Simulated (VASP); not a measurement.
A run of VASP 6.6.1 is set up as follows.

The input POSCAR:

```
CdSe
1.0
    0.0000000000      3.0667839638      3.0667839638
    3.0667839638      0.0000000000      3.0667839638
    3.0667839638      3.0667839638      0.0000000000
Cd Se
1 1
Direct
    0.0000000000      0.0000000000      0.0000000000
    0.7500000000      0.7500000000      0.7500000000
```

INCAR.step1

```
  PREC = Accurate
  ENCUT = 600
  ISMEAR = 0
  SIGMA = 0.01
  LREAL = F
  LASPH = T
  NELM = 100
  GGA = PE
  ALGO = Normal
  EDIFF = 1E-4
  LWAVE = T
  LCHARG = F
```

Contents of INCAR.step2:

```
  PREC = Accurate
  ENCUT = 600
  EDIFF = 1E-6
  ISMEAR = 0
  SIGMA = 0.01
  LREAL = F
  LASPH = T
  NELM = 100
  ALGO = Normal
  ISIF = 3
  LWAVE = F
  LCHARG = F
  METAGGA = R2SCAN
  LMIXTAU = T
  IBRION = 2
  NSW = 100
  EDIFFG = -0.002
  PSTRESS = 20.0
  ISTART = 1
```

KPOINTS

```
Automatic mesh
0
Gamma
  8 8 8
```

Potentials or basis: VASP PAW PBE potentials, release 64 (Cd, Se).

The run is started by

```sh
$ cat potpaw_PBE.64/Cd/POTCAR potpaw_PBE.64/Se/POTCAR > POTCAR
$ cp INCAR.step1 INCAR
$ mpirun -np 1 vasp_std > vasp.out
$ cp INCAR.step2 INCAR
$ mpirun -np 1 vasp_std > vasp.out
```

(1) Estimate the relaxed cell.

(2) Estimate the relaxed volume.

(3) What does it give for the space group after relaxing (to 0.1 Å)?

## Answers

(1) a = 4.291 Å, b = 4.291 Å, c = 4.291 Å, α = 60.00°, β = 60.00°, γ = 60.00°.

(2) 27.93 Å³/atom.

(3) F-43m (No. 216).

Caveat: the cell is relaxed towards a set pressure, so the run minimises the enthalpy, not the energy; the PAW data sets were made with another functional, which shifts forces and pressure a little.
